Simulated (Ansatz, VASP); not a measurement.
**CuW2: VASP beside Ansatz**

The input INCAR:

```
  PREC = Accurate
  ENCUT = 600
  EDIFF = 1E-6
  ISMEAR = 0
  SIGMA = 0.1
  LREAL = F
  LASPH = T
  NELM = 60
  ALGO = Fast
  ISIF = 3
  LWAVE = F
  LCHARG = F
  GGA = PE
  IBRION = 2
  NSW = 100
  EDIFFG = -0.01
```

KPOINTS

```
regular mesh
0
Gamma
  12 12 18
```

File POSCAR:

```
CuW2
1.0
    4.5049585320      0.0000000000      0.0000000000
   -2.2524792660      3.9014085317      0.0000000000
    0.0000000000      0.0000000000      2.6352631531
Cu W
1 2
Direct
    0.0000000000      0.0000000000      0.0000000000
    0.3333333333      0.6666666667      0.5000000000
    0.6666666667      0.3333333333      0.5000000000
```

Input for Ansatz:

```yaml
crystal:
  lattice:
    - [4.504958532, 0.0, 0.0]
    - [-2.252479266, 3.9014085317, 0.0]
    - [0.0, 0.0, 2.6352631531]
  atoms:
    - { symbol: Cu, position: [0.0, 0.0, 0.0] }
    - { symbol: W, position: [0.3333333333, 0.6666666667, 0.5] }
    - { symbol: W, position: [0.6666666667, 0.3333333333, 0.5] }
basis:
  ecutwfc: 420
kpoints:
  mp_grid: { grid: [12, 12, 18] }
hamiltonian:
  xc: pbe
scf:
  occupations: { method: gaussian, width: 0.1 }
output:
  forces: true
  stress: true
  eigenvalues: true
  write_density: true
  write_potential: true
  elf: true
  volumetric_format: npy
relax:
  adjacent_minimum: "off"
  f_tol: 0.01
  max_steps: 80
  cell: { stress_tol: 0.05 }
```

Alike in both runs: task relaxation of cell and atoms; functional PBE; k mesh 12 × 12 × 18; occupations gaussian, width 0.1 eV; no spin polarisation.

|  | VASP | Ansatz |
| --- | --- | --- |
| version | VASP 6.6.1 | Ansatz 0.2.0 |
| potentials or method | VASP PAW PBE potentials, release 64 (Cu, W_sv), cutoff 600 eV | scalar-relativistic, plane waves, PAW |
| valence electrons in the cell | 39 | 47 |

```csv
,VASP,Ansatz,Ansatz less VASP
"gap on the k mesh at the Fermi level, each at its own relaxed structure (eV)",none,none,-
relaxed volume (Å³/atom),15.52,15.47,-0.048
relaxed cell length with the largest relative difference (Å),4.508,4.503,-0.0051
```

A gap of «none» marks a metal or a gap that the smearing closes. VASP's potentials hold 39 valence electrons a cell and Ansatz's 47, so a difference there can come from the potentials and not from the codes.

Neither program's run includes spin-orbit coupling.
